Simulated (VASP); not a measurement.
# SiO2 (P6_422) in VASP: notebook

Runs on SiO2. Level: r2SCAN. Tasks: single point.

All numbers are computed with VASP 6.6.1; they aren't measurements. Logs are shortened: lines on timing, memory, paths and dates and some standing lists are left out, and cuts for length are marked.

### 1 The cell of the first run

The structure is hexagonal, space group P6_422 (No. 181). Conventional cell: a = 4.908 Å, b = 4.908 Å, c = 5.375 Å, α = 90.00°, β = 90.00°, γ = 120.00°. Within 2.1 Å of Si (site symmetry 222) lie 4 O at 1.56 Å. O (site symmetry 2) has 2 Si at 1.56 Å within 2.1 Å.

### 2 Single point, r2SCAN (strain -0.030 along x and y, -0.030 along z)

Contents of POSCAR:

```
SiO2
1.0
    4.9078874806      0.0000000000      0.0000000000
   -2.4539437403      4.2503552371      0.0000000000
    0.0000000000      0.0000000000      5.3748530148
Si O
3 6
Direct
    0.0000000000      0.5000000000      0.3333333333
    0.5000000000      0.5000000000      0.6666666667
    0.5000000000      0.0000000000      0.0000000000
    0.5834989535      0.7917494768      0.8333333333
    0.7917494768      0.5834989535      0.5000000000
    0.7917494768      0.2082505232      0.1666666667
    0.4165010465      0.2082505232      0.8333333333
    0.2082505232      0.4165010465      0.5000000000
    0.2082505232      0.7917494768      0.1666666667
```

Contents of INCAR.step1:

```
PREC     = Accurate       # precision mode
ENCUT    = 520            # plane-wave cutoff, eV
ISMEAR   = 0              # smearing method
SIGMA    = 0.05           # smearing width, eV
LREAL    = False          # projectors in reciprocal space
LASPH    = True           # aspherical terms in the spheres
NELM     = 80             # most SCF steps
NBANDS   = 34             # bands
GGA      = PE             # functional
ALGO     = Normal         # electronic algorithm
EDIFF    = 1E-4           # SCF threshold, eV
LWAVE    = True           # write WAVECAR
LCHARG   = False          # write CHGCAR
```

Contents of INCAR.step2:

```
PREC     = Accurate       # precision mode
ENCUT    = 520            # plane-wave cutoff, eV
EDIFF    = 1E-7           # SCF threshold, eV
ISMEAR   = 0              # smearing method
SIGMA    = 0.05           # smearing width, eV
LREAL    = False          # projectors in reciprocal space
LASPH    = True           # aspherical terms in the spheres
NELM     = 80             # most SCF steps
ALGO     = Normal         # electronic algorithm
ISIF     = 2              # what is computed and relaxed
LWAVE    = False          # write WAVECAR
LCHARG   = False          # write CHGCAR
METAGGA  = R2SCAN         # meta-GGA
LMIXTAU  = True         
NBANDS   = 34             # bands
ISTART   = 1
```

Contents of KPOINTS:

```
regular mesh
0
Gamma
  6 6 4
```

Potentials or basis: VASP PAW PBE potentials, release 64 (Si, O).

Started as:

```bash
$ cat potpaw_PBE.64/Si/POTCAR potpaw_PBE.64/O/POTCAR > POTCAR
$ cp INCAR.step1 INCAR
$ mpirun -np 1 vasp_std > vasp.out
$ cp INCAR.step2 INCAR
$ mpirun -np 1 vasp_std > vasp.out
```

OUTCAR:

```text
PREC = Accurate
   ENCUT = 520
   EDIFF = 1E-7
   ISMEAR = 0
   LREAL = False
   LASPH = True
   NELM = 80
   ISIF = 2
   METAGGA = R2SCAN
   ISTART = 1

 ion  position               nearest neighbor table
   1  0.000  0.500  0.333-   6 1.56   9 1.56   8 1.56   5 1.56   3 3.04   3 3.04   2 3.04   2 3.04

   2  0.500  0.500  0.667-   4 1.56   7 1.56   5 1.56   8 1.56   3 3.04   3 3.04   1 3.04   1 3.04

   3  0.500  0.000  0.000-   4 1.56   7 1.56   6 1.56   9 1.56   1 3.04   2 3.04   2 3.04   1 3.04

   4  0.583  0.792  0.833-   3 1.56   2 1.56
   5  0.792  0.583  0.500-   1 1.56   2 1.56
   6  0.792  0.208  0.167-   1 1.56   3 1.56
   7  0.417  0.208  0.833-   3 1.56   2 1.56
   8  0.208  0.417  0.500-   1 1.56   2 1.56
   9  0.208  0.792  0.167-   1 1.56   3 1.56

  LATTYP: Found a hexagonal cell.
 ALAT       =     4.9078874806
 C/A-ratio  =     1.0951459332

  Lattice vectors:

 A1 = (   4.9078874806,   0.0000000000,   0.0000000000)
 A2 = (  -2.4539437403,   4.2503552371,   0.0000000000)
 A3 = (   0.0000000000,   0.0000000000,   5.3748530148)

Analysis of symmetry for initial positions (statically):
=====================================================================
 Subroutine PRICEL returns:
 Original cell was already a primitive cell.

 Routine SETGRP: Setting up the symmetry group for a
 hexagonal supercell.

 Subroutine GETGRP returns: Found 12 space group operations
 (whereof  4 operations were pure point group operations)
 out of a pool of 24 trial point group operations.

The static configuration has the point symmetry D_2 .
 The point group associated with its full space group is D_6 .

Analysis of symmetry for dynamics (positions and initial velocities):
=====================================================================
 Subroutine PRICEL returns:
 Original cell was already a primitive cell.

 Routine SETGRP: Setting up the symmetry group for a
 hexagonal supercell.

 Subroutine GETGRP returns: Found 12 space group operations
 (whereof  4 operations were pure point group operations)
 out of a pool of 24 trial point group operations.

The dynamic configuration has the point symmetry D_2 .
 The point group associated with its full space group is D_6 .

 Subroutine INISYM returns: Found 12 space group operations
 (whereof  4 operations are pure point group operations),
 and found     1 'primitive' translations

----------------------------------------------------------------------------------------

                                     Primitive cell

  volume of cell :     112.1209

  direct lattice vectors                    reciprocal lattice vectors
     4.907887481  0.000000000  0.000000000     0.203753652  0.117637226  0.000000000
    -2.453943740  4.250355237  0.000000000     0.000000000  0.235274452  0.000000000
     0.000000000  0.000000000  5.374853015     0.000000000  0.000000000  0.186051599

  length of vectors
     4.907887481  4.907887481  5.374853015     0.235274452  0.235274452  0.186051599

  position of ions in fractional coordinates (direct lattice)
     0.000000000  0.500000000  0.333333333
     0.500000000  0.500000000  0.666666667
     0.500000000  0.000000000  0.000000000
     0.583498953  0.791749477  0.833333333
     0.791749477  0.583498953  0.500000000
     0.791749477  0.208250523  0.166666667
     0.416501047  0.208250523  0.833333333
     0.208250523  0.416501047  0.500000000
     0.208250523  0.791749477  0.166666667

  ion indices of the primitive-cell ions
   primitive index   ion index
                 1           1
                 2           2
                 3           3
                 4           4
                 5           5
                 6           6
                 7           7
                 8           8
                 9           9

----------------------------------------------------------------------------------------

 KPOINTS: regular mesh

Automatic generation of k-mesh.
 Grid dimensions read from file:
 generate k-points for:    6    6    4

 Generating k-lattice:

  Cartesian coordinates                     Fractional coordinates (reciprocal lattice)
     0.033958942  0.019606204  0.000000000     0.166666667 -0.000000000  0.000000000
     0.000000000  0.039212409  0.000000000     0.000000000  0.166666667  0.000000000
     0.000000000  0.000000000  0.046512900     0.000000000  0.000000000  0.250000000

  Length of vectors
     0.039212409  0.039212409  0.046512900

  Shift w.r.t. Gamma in fractional coordinates (k-lattice)
     0.000000000  0.000000000  0.000000000

 Subroutine IBZKPT returns following result:
 ===========================================

 Found     21 irreducible k-points:

 Following reciprocal coordinates:
            Coordinates               Weight
  0.000000  0.000000  0.000000      1.000000
  0.166667 -0.000000  0.000000      6.000000
  0.333333 -0.000000  0.000000      6.000000
  0.500000 -0.000000  0.000000      3.000000
  0.166667  0.166667  0.000000      6.000000
  0.333333  0.166667  0.000000     12.000000
[... 13 lines left out ...]
  0.333333  0.166667  0.500000     12.000000
  0.333333  0.333333  0.500000      2.000000
   k-points           NKPTS =     21   k-points in BZ     NKDIM =     21   number of bands    NBANDS=     34
   number of dos      NEDOS =    301   number of ions     NIONS =      9
   total plane-waves  NPLWV =  64000
   dimension x,y,z NGX =    40 NGY =   40 NGZ =   40
   dimension x,y,z NGXF=    80 NGYF=   80 NGZF=   80
   ions per type =               3   6
   NGX,Y,Z   is equivalent  to a cutoff of  13.55, 13.55, 12.37 a.u.
   NGXF,Y,Z  is equivalent  to a cutoff of  27.10, 27.10, 24.74 a.u.
 SYSTEM =  unknown system
   PREC   = accura    normal or accurate (medium, high low for compatibility)
   ISTART =      1    job   : 0-new  1-cont  2-samecut
   ICHARG =      0    charge: 1-file 2-atom 10-const
   ISPIN  =      1    spin polarized calculation?
   LNONCOLLINEAR =      F non collinear calculations
   LSORBIT =      F    spin-orbit coupling
   LASPH  =      T    aspherical Exc in radial PAW
   ENCUT  =  520.0 eV  38.22 Ry    6.18 a.u.   9.13  9.13  9.99*2*pi/ulx,y,z
   NELM   =     80;   NELMIN=  2; NELMDL=  0     # of ELM steps
   EDIFF  = 0.1E-06   stopping-criterion for ELM
   LREAL  =      F    real-space projection
   EDIFFG = 0.1E-05   stopping-criterion for IOM
   NSW    =      0    number of steps for IOM
   IBRION =     -1    ionic relax: 0-MD 1-quasi-New 2-CG
   NFREE  =      0    steps in history (QN), initial steepest desc. (CG)
   ISIF   =      2    stress and relaxation
   ISYM   =      2    0-nonsym 1-usesym 2-fastsym
   POTIM  = 0.5000    time-step for ionic-motion
   TEBEG  =    0.0;   TEEND  =   0.0 temperature during run
   PSTRESS=    0.0 pullay stress
   NELECT =      48.0000    total number of electrons
   NUPDOWN=      -1.0000    fix difference up-down
   EMIN   =  10.00;   EMAX   =-10.00  energy-range for DOS
   EFERMI =   0.00;   METHOD = LEGACY
   ISMEAR =     0;   SIGMA  =   0.05  broadening in eV -4-tet -1-fermi 0-gaus
   EFERMI_NEDOS =   21; number of points for ismear=-14 and -15
   IALGO  =     38    algorithm
   IMIX   =      4    mixing-type and parameters
     AMIX     =   0.40;   BMIX     =  1.00
     AMIX_MAG =   1.60;   BMIX_MAG =  1.00
  volume/ion in A,a.u.               =      12.46        84.07
  Fermi-wavevector in a.u.,A,eV,Ry     =   1.233843  2.331624 20.713069  1.522368
  Thomas-Fermi vector in A             =   2.368557
   LORBIT       =      0    0 simple, 1 ext, 2 COOP (PROOUT), +10 PAW based schemes
   METAGGA = R2SCAN    functional components
   LHFCALC =     F    Hartree Fock is set to
   AEXX    =    0.0000 exact exchange contribution
   IVDW    =     0    specifies the selected vdW correction
   LEPSILON=     F    determine dielectric tensor
   LRPA    =     F    only Hartree local field effects (RPA)
 non-spin polarized calculation
 Gauss-broadening in eV      SIGMA  =   0.05
  energy-cutoff  :      520.00
  volume of cell :      112.12
 maximum number of plane-waves:      3044
 NGX is ok and might be reduce to    40
   NGX = 19   NGY = 19   NGZ = 19

 number of electron      48.0000005 magnetization

 Free energy of the ion-electron system (eV)
  ---------------------------------------------------
  ext. energy  EPLUGINS =         0.00000000
  ---------------------------------------------------
  free energy    TOTEN  =       -88.68292396 eV

  energy without entropy =      -88.68292396  energy(sigma->0) =      -88.68292396

 E-fermi :   1.0067     XC(G=0):  -9.6099

 val. band max:        0.7545549093   @ k =   0.5000  -0.0000   0.0000
 cond. band min:       7.4388952690   @ k =   0.0000   0.0000   0.0000
 fundamental gap:      6.6843403597
 Fermi energy:         1.0066647769

 k-point     1 :       0.0000    0.0000    0.0000
  band No.  band energies     occupation
      1     -20.1805      2.00000
      2     -18.5542      2.00000
      3     -18.5542      2.00000
      4     -17.9028      2.00000
      5     -17.8403      2.00000
      6     -17.8403      2.00000
[... 26 lines left out ...]
     33      15.6935      0.00000
     34      15.6940      0.00000

 k-point     2 :       0.1667   -0.0000    0.0000
  band No.  band energies     occupation
      1     -20.0973      2.00000
      2     -18.6667      2.00000
      3     -18.5471      2.00000
      4     -17.9008      2.00000
      5     -17.8534      2.00000
      6     -17.8490      2.00000
[... 26 lines left out ...]
     33      15.3987      0.00000
     34      15.8240      0.00000
[... 664 lines left out ...]
     33      13.7221      0.00000
     34      13.7326      0.00000

 k-point    21 :       0.3333    0.3333    0.5000
  band No.  band energies     occupation
      1     -19.6136      2.00000
      2     -18.8993      2.00000
      3     -18.8993      2.00000
      4     -17.9171      2.00000
      5     -17.8784      2.00000
      6     -17.8784      2.00000
[... 26 lines left out ...]
     33      13.6265      0.00000
     34      13.7056      0.00000

------------------------ aborting loop because EDIFF is reached ----------------------------------------

  FORCE on cell =-STRESS in cart. coord.  units (eV):
  Direction    XX          YY          ZZ          XY          YZ          ZX
  --------------------------------------------------------------------------------------
  -------------------------------------------------------------------------------------
  Total       14.6269076     14.6269076     14.7536157     -0.0000000      0.0000000      0.0000000
  in kB      209.0146275    209.0146275    210.8252525     -0.0000000      0.0000000      0.0000000
  external PRESSURE =     209.6181691 kB  Pullay stress =       0.0000000 kB

 VOLUME and BASIS-vectors are now :
 -----------------------------------------------------------------------------
  energy-cutoff  :      520.00
  volume of cell :      112.12
      direct lattice vectors                 reciprocal lattice vectors
     4.907887481  0.000000000  0.000000000     0.203753652  0.117637226  0.000000000
    -2.453943740  4.250355237  0.000000000     0.000000000  0.235274452  0.000000000
     0.000000000  0.000000000  5.374853015     0.000000000  0.000000000  0.186051599

 POSITION                                       TOTAL-FORCE (eV/Angst)
 -----------------------------------------------------------------------------------
     -1.22697      2.12518      1.79162        -0.000000      0.000000      0.000000
      1.22697      2.12518      3.58324        -0.000000      0.000000      0.000000
      2.45394      0.00000      0.00000        -0.000000      0.000000     -0.000000
      0.92084      3.36522      4.47904         0.716072      0.413424     -0.000000
      2.45394      2.48008      2.68743        -0.000000      0.826848     -0.000000
      3.37478      0.88514      0.89581         0.716072     -0.413424      0.000000
      1.53311      0.88514      4.47904        -0.716072     -0.413424      0.000000
     -0.00000      1.77028      2.68743        -0.000000     -0.826848     -0.000000
     -0.92084      3.36522      0.89581        -0.716072      0.413424     -0.000000
 -----------------------------------------------------------------------------------
    total drift:                               -0.000000     -0.000000      0.000000

  FREE ENERGIE OF THE ION-ELECTRON SYSTEM (eV)
  ---------------------------------------------------
  free  energy   TOTEN  =       -88.6829239624 eV

  energy  without entropy=      -88.6829239624  energy(sigma->0) =      -88.68292396
```

It took 7.1 min on 1 thread of Intel Xeon Platinum 8259CL at 2.50GHz (Skylake/Cascade Lake), shared host; peak memory 0.27 GiB.

What came out:

| Quantity | Value |
| --- | --- |
| Free energy | -88.6829 eV |
| Pressure | 21.0 GPa |
| Largest force | 0.827 eV/Å |
| Band gap on the k mesh | 6.68 eV (least direct gap 6.90 eV) |

Forces on the atoms (eV/Å):
```
Si   0.000  0.000  0.000
Si   0.000  0.000  0.000
Si   0.000  0.000  0.000
O    0.716  0.413  0.000
O    0.000  0.827  0.000
O    0.716 -0.413  0.000
O   -0.716 -0.413  0.000
O    0.000 -0.827  0.000
O   -0.716  0.413  0.000
```

Levels at points of the mesh, in eV from the valence-band top:
| k point | band 20 | band 21 | band 22 | band 23 | band 24 | band 25 | band 26 | band 27 | band 28 | band 29 |
| --- | --- | --- | --- | --- | --- | --- | --- | --- | --- | --- |
| (0.00, 0.00, 0.00) | -1.12 | -1.12 | -0.54 | -0.54 | -0.22 | 6.68 | 10.17 | 10.17 | 10.56 | 10.56 |
| (0.50, 0.00, 0.00) | -1.34 | -1.32 | -1.15 | -0.39 | 0.00 | 8.86 | 9.78 | 10.81 | 11.10 | 11.14 |
| (0.00, 0.00, 0.50) | -2.06 | -1.33 | -0.29 | -0.01 | -0.01 | 8.63 | 8.63 | 9.50 | 11.32 | 11.32 |
| (0.50, 0.00, 0.50) | -1.48 | -1.06 | -0.81 | -0.76 | -0.40 | 10.08 | 10.27 | 10.80 | 10.80 | 11.08 |

Caveat: the cell differs from its parent crystal (strain -0.030 along x and y, -0.030 along z); the cell stands under pressure; the PAW data sets were made with another functional, which shifts forces and pressure a little.

### 3 Single point, r2SCAN (strain -0.030 along x and y, -0.015 along z)

Edit POSCAR of step 2 so:

```diff
@@ -4,3 +4,3 @@
    -2.4539437403      4.2503552371      0.0000000000
-    0.0000000000      0.0000000000      5.3748530148
+    0.0000000000      0.0000000000      5.4579692986
 Si O
```

Contents of INCAR.step1:

```
SYSTEM = SiO2
PREC = Accurate
ENCUT = 520
ISMEAR = 0
SIGMA = 0.05
LREAL = .False.
LASPH = .True.
NELM = 100
NBANDS = 34
GGA = PE
ALGO = Normal
EDIFF = 1E-4
LWAVE = .True.
LCHARG = .False.
```

Contents of INCAR.step2:

```
SYSTEM = SiO2
PREC = Accurate
ENCUT = 520
EDIFF = 1E-7
ISMEAR = 0
SIGMA = 0.05
LREAL = .False.
LASPH = .True.
NELM = 100
ALGO = Normal
ISIF = 2
LWAVE = .False.
LCHARG = .False.
METAGGA = R2SCAN
LMIXTAU = .True.
NBANDS = 34
ISTART = 1
```

Contents of KPOINTS:

```
Automatic mesh
0
Gamma
  6 6 4
  0 0 0
```

Potentials or basis: VASP PAW PBE potentials, release 64 (Si, O).

Started as:

```bash
$ cat potpaw_PBE.64/Si/POTCAR potpaw_PBE.64/O/POTCAR > POTCAR
$ cp INCAR.step1 INCAR
$ mpirun -np 1 vasp_std > vasp.out
$ cp INCAR.step2 INCAR
$ mpirun -np 1 vasp_std > vasp.out
```

Run time: 7 min. Hardware: 1 thread of Intel Xeon Platinum 8259CL at 2.50GHz (Skylake/Cascade Lake), shared host; peak memory 0.29 GiB.

The run converged. Its results:

* Free energy: -88.8885 eV
* Pressure: 16.9 GPa
* Largest force: 0.689 eV/Å
* Band gap on the k mesh: 6.61 eV (least direct gap 6.79 eV)

Forces in eV/Å, atoms in the order of the input:
```
Si   0.000  0.000  0.000
Si   0.000  0.000  0.000
Si   0.000  0.000  0.000
O    0.597  0.344  0.000
O    0.000  0.689  0.000
O    0.597 -0.344  0.000
O   -0.597 -0.344  0.000
O    0.000 -0.689  0.000
O   -0.597  0.344  0.000
```

Stress tensor (GPa, compression positive):
```
17.17  0.00  0.00
 0.00 17.17  0.00
 0.00  0.00 16.43
```

Levels at points of the mesh, in eV from the valence-band top:
```
           k point  band 22  band 23  band 24  band 25  band 26  band 27
(0.00, 0.00, 0.00)    -0.53    -0.53    -0.18     6.61    10.05    10.05
(0.50, 0.00, 0.00)    -1.15    -0.41    -0.01     8.78     9.70    10.71
(0.00, 0.00, 0.50)    -0.33     0.00     0.00     8.52     8.52     9.38
(0.50, 0.00, 0.50)    -0.82    -0.78    -0.37    10.00    10.15    10.63
```

Caveat: the cell differs from its parent crystal (strain -0.030 along x and y, -0.015 along z); the cell stands under pressure; the PAW data sets were made with another functional, which shifts forces and pressure a little. A k mesh can miss the band edges.

(Part 1 of 2 ends here.)
